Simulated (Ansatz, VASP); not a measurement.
One calculation of Re, two programs

```
Re
1.0
     0.00000    1.94475    2.04743
     1.94475    0.00000    2.04743
     1.94475    1.94475    0.00000
Re
1
Direct
  0.00000 0.00000 0.00000
```

Alike in both runs: task single point; functional PBE; k mesh 10 × 10 × 10; occupations gaussian, width 0.15 eV; no spin polarisation.

|  | VASP | Ansatz |
| --- | --- | --- |
| version | VASP 6.6.1 | Ansatz 0.2.0 |
| potentials or method | VASP PAW PBE potentials, release 64 (Re), cutoff 520 eV | scalar-relativistic, plane waves, PAW |
| valence electrons in the cell | 7 | 15 |

|  | VASP | Ansatz | Ansatz less VASP |
| --- | --- | --- | --- |
| gap on the k mesh at the Fermi level (eV) | none | none | - |
| pressure (GPa) | -11.3 | -10.6 | +0.67 |
| traceless stress, the component that is largest in VASP (GPa) | -9.57 | -9.68 | -0.106 |

A gap of «none» marks a metal or a gap that the smearing closes. VASP's potentials hold 7 valence electrons a cell and Ansatz's 15, so a difference there can come from the potentials and not from the codes.

Neither program's run includes spin-orbit coupling.
